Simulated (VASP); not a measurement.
# ZnS (P1) in VASP: single point with PBE

Aim: the single point of ZnS with PBE.

Everything below comes from runs of VASP 6.6.1. Logs are shortened: lines on timing, memory, paths and dates and some standing lists are left out, and cuts for length are marked.

**1. The cell of the first run**

The typed cell holds 4 atoms: a = 3.811 Å, b = 3.811 Å, c = 6.234 Å, α = 90.00°, β = 90.00°, γ = 120.00°.

**2. Single point, PBE (atom 3 (S) moved by (-0.300, +0.150) A along x and y)**

The input, INCAR:

```
SYSTEM = ZnS
PREC = Accurate
ENCUT = 520
EDIFF = 1E-6
ISMEAR = 0
SIGMA = 0.05
LREAL = .FALSE.
LASPH = .TRUE.
NELM = 80
ALGO = Normal
ISIF = 2
LWAVE = .FALSE.
LCHARG = .FALSE.
GGA = PE
NBANDS = 26
```

The input, KPOINTS:

```
regular mesh
0
G
  12 12 6
  0 0 0
```

The input, POSCAR:

```
ZnS
1.0
    3.8109987816      0.0000000000      0.0000000000
   -1.9054993908      3.3004217586      0.0000000000
    0.0000000000      0.0000000000      6.2340000000
Zn S
2 2
Direct
    0.3333333333      0.6666666667      0.0000000000
    0.6666666667      0.3333333333      0.5000000000
    0.2773381804      0.7121154035      0.3850000000
    0.6666666667      0.3333333333      0.8850000000
```

Potentials or basis: VASP PAW PBE potentials, release 64 (Zn, S).

Command:

```bash
$ cat potpaw_PBE.64/Zn/POTCAR potpaw_PBE.64/S/POTCAR > POTCAR
$ mpirun -np 1 vasp_std > vasp.out
```

OUTCAR:

```text
SYSTEM = ZnS
   PREC = Accurate
   ENCUT = 520
   EDIFF = 1E-6
   ISMEAR = 0
   LREAL = .FALSE.
   LASPH = .TRUE.
   NELM = 80
   ISIF = 2
   GGA = PE

 ion  position               nearest neighbor table
   1  0.333  0.667  0.000-   4 2.31   4 2.31   4 2.31   3 2.42
   2  0.667  0.333  0.500-   3 2.16   3 2.19   4 2.40   3 2.63
   3  0.277  0.712  0.385-   2 2.16   2 2.19   1 2.42   2 2.63
   4  0.667  0.333  0.885-   1 2.31   1 2.31   1 2.31   2 2.40

  LATTYP: Found a hexagonal cell.
 ALAT       =     3.8109987816
 C/A-ratio  =     1.6357916539

  Lattice vectors:

 A1 = (   3.8109987816,   0.0000000000,   0.0000000000)
 A2 = (  -1.9054993908,   3.3004217586,   0.0000000000)
 A3 = (   0.0000000000,   0.0000000000,   6.2340000000)

Analysis of symmetry for initial positions (statically):
=====================================================================
 Subroutine PRICEL returns:
 Original cell was already a primitive cell.

 Routine SETGRP: Setting up the symmetry group for a
 hexagonal supercell.

 Subroutine GETGRP returns: Found  1 space group operations
 (whereof  1 operations were pure point group operations)
 out of a pool of 24 trial point group operations.

The static configuration has the point symmetry C_1 .

Analysis of symmetry for dynamics (positions and initial velocities):
=====================================================================
 Subroutine PRICEL returns:
 Original cell was already a primitive cell.

 Routine SETGRP: Setting up the symmetry group for a
 hexagonal supercell.

 Subroutine GETGRP returns: Found  1 space group operations
 (whereof  1 operations were pure point group operations)
 out of a pool of 24 trial point group operations.

The dynamic configuration has the point symmetry C_1 .

 Subroutine INISYM returns: Found  1 space group operations
 (whereof  1 operations are pure point group operations),
 and found     1 'primitive' translations

----------------------------------------------------------------------------------------

                                     Primitive cell

  volume of cell :      78.4106

  direct lattice vectors                    reciprocal lattice vectors
     3.810998782  0.000000000  0.000000000     0.262398405  0.151495789  0.000000000
    -1.905499391  3.300421759  0.000000000     0.000000000  0.302991579  0.000000000
     0.000000000  0.000000000  6.234000000     0.000000000  0.000000000  0.160410651

  length of vectors
     3.810998782  3.810998782  6.234000000     0.302991579  0.302991579  0.160410651

  position of ions in fractional coordinates (direct lattice)
     0.333333333  0.666666667  0.000000000
     0.666666667  0.333333333  0.500000000
     0.277338180  0.712115404  0.385000000
     0.666666667  0.333333333  0.885000000

  ion indices of the primitive-cell ions
   primitive index   ion index
                 1           1
                 2           2
                 3           3
                 4           4

----------------------------------------------------------------------------------------

 KPOINTS: regular mesh

Automatic generation of k-mesh.
 Grid dimensions read from file:
 generate k-points for:   12   12    6

 Generating k-lattice:

  Cartesian coordinates                     Fractional coordinates (reciprocal lattice)
     0.021866534  0.012624649  0.000000000     0.083333333  0.000000000  0.000000000
     0.000000000  0.025249298  0.000000000     0.000000000  0.083333333  0.000000000
     0.000000000  0.000000000  0.026735109     0.000000000  0.000000000  0.166666667

  Length of vectors
     0.025249298  0.025249298  0.026735109

  Shift w.r.t. Gamma in fractional coordinates (k-lattice)
     0.000000000  0.000000000  0.000000000

 Subroutine IBZKPT returns following result:
 ===========================================

 Found    436 irreducible k-points:

 Following reciprocal coordinates:
            Coordinates               Weight
  0.000000  0.000000  0.000000      1.000000
  0.083333  0.000000  0.000000      2.000000
  0.000000  0.083333  0.000000      2.000000
 -0.083333  0.083333  0.000000      2.000000
  0.166667  0.000000  0.000000      2.000000
  0.000000  0.166667  0.000000      2.000000
[... 16 lines left out ...]
  0.166667  0.083333  0.000000      2.000000
 -0.083333  0.250000  0.000000      2.000000
 [... further k-points ...]
   k-points           NKPTS =    436   k-points in BZ     NKDIM =    436   number of bands    NBANDS=     26
   number of dos      NEDOS =    301   number of ions     NIONS =      4
   total plane-waves  NPLWV =  37632
   dimension x,y,z NGX =    28 NGY =   28 NGZ =   48
   dimension x,y,z NGXF=    56 NGYF=   56 NGZF=   96
   ions per type =               2   2
   NGX,Y,Z   is equivalent  to a cutoff of  12.21, 12.21, 12.80 a.u.
   NGXF,Y,Z  is equivalent  to a cutoff of  24.43, 24.43, 25.60 a.u.
 SYSTEM =  ZnS
   PREC   = accura    normal or accurate (medium, high low for compatibility)
   ISTART =      0    job   : 0-new  1-cont  2-samecut
   ICHARG =      2    charge: 1-file 2-atom 10-const
   ISPIN  =      1    spin polarized calculation?
   LNONCOLLINEAR =      F non collinear calculations
   LSORBIT =      F    spin-orbit coupling
   LASPH  =      T    aspherical Exc in radial PAW
   ENCUT  =  520.0 eV  38.22 Ry    6.18 a.u.   7.09  7.09 11.59*2*pi/ulx,y,z
   NELM   =     80;   NELMIN=  2; NELMDL= -5     # of ELM steps
   EDIFF  = 0.1E-05   stopping-criterion for ELM
   LREAL  =      F    real-space projection
   EDIFFG = 0.1E-04   stopping-criterion for IOM
   NSW    =      0    number of steps for IOM
   IBRION =     -1    ionic relax: 0-MD 1-quasi-New 2-CG
   NFREE  =      0    steps in history (QN), initial steepest desc. (CG)
   ISIF   =      2    stress and relaxation
   ISYM   =      2    0-nonsym 1-usesym 2-fastsym
   POTIM  = 0.5000    time-step for ionic-motion
   TEBEG  =    0.0;   TEEND  =   0.0 temperature during run
   PSTRESS=    0.0 pullay stress
   NELECT =      36.0000    total number of electrons
   NUPDOWN=      -1.0000    fix difference up-down
   EMIN   =  10.00;   EMAX   =-10.00  energy-range for DOS
   EFERMI =   0.00;   METHOD = LEGACY
   ISMEAR =     0;   SIGMA  =   0.05  broadening in eV -4-tet -1-fermi 0-gaus
   EFERMI_NEDOS =   21; number of points for ismear=-14 and -15
   IALGO  =     38    algorithm
   IMIX   =      4    mixing-type and parameters
     AMIX     =   0.40;   BMIX     =  1.00
     AMIX_MAG =   1.60;   BMIX_MAG =  1.00
  volume/ion in A,a.u.               =      19.60       132.29
  Fermi-wavevector in a.u.,A,eV,Ry     =   1.262944  2.386617 21.701656  1.595027
  Thomas-Fermi vector in A             =   2.396326
   LORBIT       =      0    0 simple, 1 ext, 2 COOP (PROOUT), +10 PAW based schemes
   GGA     = PE    functional components
   LHFCALC =     F    Hartree Fock is set to
   AEXX    =    0.0000 exact exchange contribution
   IVDW    =     0    specifies the selected vdW correction
   LEPSILON=     F    determine dielectric tensor
   LRPA    =     F    only Hartree local field effects (RPA)
 non-spin polarized calculation
 Gauss-broadening in eV      SIGMA  =   0.05
  energy-cutoff  :      520.00
  volume of cell :       78.41
 maximum number of plane-waves:      2133
   NGX = 15   NGY = 15   NGZ = 23

 number of electron      35.9999977 magnetization

 Free energy of the ion-electron system (eV)
  ---------------------------------------------------
  ext. energy  EPLUGINS =         0.00000000
  ---------------------------------------------------
  free energy    TOTEN  =       -13.35123427 eV

  energy without entropy =      -13.35123427  energy(sigma->0) =      -13.35123427

 E-fermi :   2.4751     XC(G=0):  -9.6521

 val. band max:        2.2086393843   @ k =   0.0000   0.0000   0.0000
 cond. band min:       4.4085477753   @ k =   0.0000   0.0000   0.0000
 fundamental gap:      2.1999083910
 Fermi energy:         2.4751370193

 k-point     1 :       0.0000    0.0000    0.0000
  band No.  band energies     occupation
      1     -11.0811      2.00000
      2     -10.1604      2.00000
      3      -4.4672      2.00000
      4      -4.3107      2.00000
      5      -4.1988      2.00000
      6      -4.1884      2.00000
[... 18 lines left out ...]
     25      10.5266      0.00000
     26      11.3014      0.00000

 k-point     2 :       0.0833    0.0000    0.0000
  band No.  band energies     occupation
      1     -11.0314      2.00000
      2     -10.1317      2.00000
      3      -4.4782      2.00000
      4      -4.2846      2.00000
      5      -4.1938      2.00000
      6      -4.1808      2.00000
[... 18 lines left out ...]
     25      10.4956      0.00000
     26      11.0999      0.00000

 k-point     3 :       0.0000    0.0833    0.0000
  band No.  band energies     occupation
      1     -11.0317      2.00000
      2     -10.1317      2.00000
      3      -4.4776      2.00000
      4      -4.2854      2.00000
      5      -4.1935      2.00000
      6      -4.1813      2.00000
[... 18 lines left out ...]
     25      10.5112      0.00000
     26      11.0933      0.00000

 k-point     4 :      -0.0833    0.0833    0.0000
  band No.  band energies     occupation
      1     -11.0370      2.00000
      2     -10.1325      2.00000
      3      -4.4619      2.00000
      4      -4.3107      2.00000
      5      -4.2005      2.00000
      6      -4.1751      2.00000
[... 18 lines left out ...]
     25      10.6936      0.00000
     26      10.8723      0.00000

 k-point     5 :       0.1667    0.0000    0.0000
  band No.  band energies     occupation
      1     -10.8887      2.00000
      2     -10.0541      2.00000
      3      -4.4927      2.00000
      4      -4.2263      2.00000
      5      -4.1863      2.00000
      6      -4.1506      2.00000
[... 18 lines left out ...]
     25      10.5017      0.00000
     26      10.8455      0.00000

 k-point     6 :       0.0000    0.1667    0.0000
  band No.  band energies     occupation
      1     -10.8897      2.00000
      2     -10.0538      2.00000
      3      -4.4917      2.00000
      4      -4.2289      2.00000
      5      -4.1854      2.00000
      6      -4.1518      2.00000
[... 427 lines left out ...]
 k-point    21 :      -0.0833    0.1667    0.0000
  band No.  band energies     occupation
      1     -10.9468      2.00000
      2     -10.0793      2.00000
      3      -4.4689      2.00000
      4      -4.2839      2.00000
      5      -4.1952      2.00000
      6      -4.1569      2.00000
[... 18 lines left out ...]
     25      10.6247      0.00000
     26      10.8706      0.00000

 k-point    22 :      -0.1667    0.0833    0.0000
  band No.  band energies     occupation
      1     -10.9461      2.00000
      2     -10.0796      2.00000
      3      -4.4704      2.00000
      4      -4.2818      2.00000
      5      -4.1951      2.00000
      6      -4.1561      2.00000
[... 18 lines left out ...]
     25      10.6136      0.00000
     26      10.8552      0.00000

 k-point    23 :       0.1667    0.0833    0.0000
  band No.  band energies     occupation
      1     -10.7468      2.00000
      2      -9.9886      2.00000
      3      -4.4936      2.00000
      4      -4.1822      2.00000
      5      -4.1574      2.00000
      6      -4.1292      2.00000
[... 18 lines left out ...]
     25      10.5200      0.00000
     26      10.7690      0.00000

 k-point    24 :      -0.0833    0.2500    0.0000
  band No.  band energies     occupation
      1     -10.7730      2.00000
      2      -9.9882      2.00000
      3      -4.4822      2.00000
      4      -4.2222      2.00000
      5      -4.1741      2.00000
      6      -4.1338      2.00000
[... 18 lines left out ...]
     25      10.7056      0.00000
     26      11.0072      0.00000

 [... further k-points ...]

------------------------ aborting loop because EDIFF is reached ----------------------------------------

  FORCE on cell =-STRESS in cart. coord.  units (eV):
  Direction    XX          YY          ZZ          XY          YZ          ZX
  --------------------------------------------------------------------------------------
  -------------------------------------------------------------------------------------
  Total        1.7929855      3.4782808      0.8202983      1.9139930      0.1476130     -0.6528259
  in kB       36.6363593     71.0722681     16.7612853     39.1089251      3.0162009    -13.3392970
  external PRESSURE =      41.4899709 kB  Pullay stress =       0.0000000 kB

 VOLUME and BASIS-vectors are now :
 -----------------------------------------------------------------------------
  energy-cutoff  :      520.00
  volume of cell :       78.41
      direct lattice vectors                 reciprocal lattice vectors
     3.810998782  0.000000000  0.000000000     0.262398405  0.151495789  0.000000000
    -1.905499391  3.300421759  0.000000000     0.000000000  0.302991579  0.000000000
     0.000000000  0.000000000  6.234000000     0.000000000  0.000000000  0.160410651

 POSITION                                       TOTAL-FORCE (eV/Angst)
 -----------------------------------------------------------------------------------
     -0.00000      2.20028      0.00000        -0.085798      0.040998      0.373303
      1.90550      1.10014      3.11700        -1.241239      0.360015      0.800269
     -0.30000      2.35028      2.40009         1.463106     -0.461067     -0.894589
      1.90550      1.10014      5.51709        -0.136069      0.060054     -0.278982
 -----------------------------------------------------------------------------------
    total drift:                               -0.000267      0.000125      0.000268

  FREE ENERGIE OF THE ION-ELECTRON SYSTEM (eV)
  ---------------------------------------------------
  free  energy   TOTEN  =       -13.3512342656 eV

  energy  without entropy=      -13.3512342656  energy(sigma->0) =      -13.35123427
```

Run time: 18 min. Hardware: 1 thread of Intel Xeon 8259CL, shared host; peak memory 0.75 GiB.

Results:

```yaml
Free_energy: -13.3512 eV
Pressure: 4.1 GPa
Largest_force: 1.776 eV/Å
Band_gap_on_the_k_mesh: 2.20 eV
```

Forces on the atoms (eV/Å):
```
Zn  -0.086  0.041  0.373
Zn  -1.241  0.360  0.800
S    1.463 -0.461 -0.895
S   -0.136  0.060 -0.279
```

Stress tensor (GPa, compression positive):
```
 3.66  3.91 -1.33
 3.91  7.11  0.30
-1.33  0.30  1.68
```

Caveat: the cell differs from its parent crystal (atom 3 (S) moved by (-0.300, +0.150) A along x and y); the stress differs along the axes, from 2 to 7 GPa; forces of over 1 eV/Å act on the atoms, so gaps and moduli don't describe the material at rest.
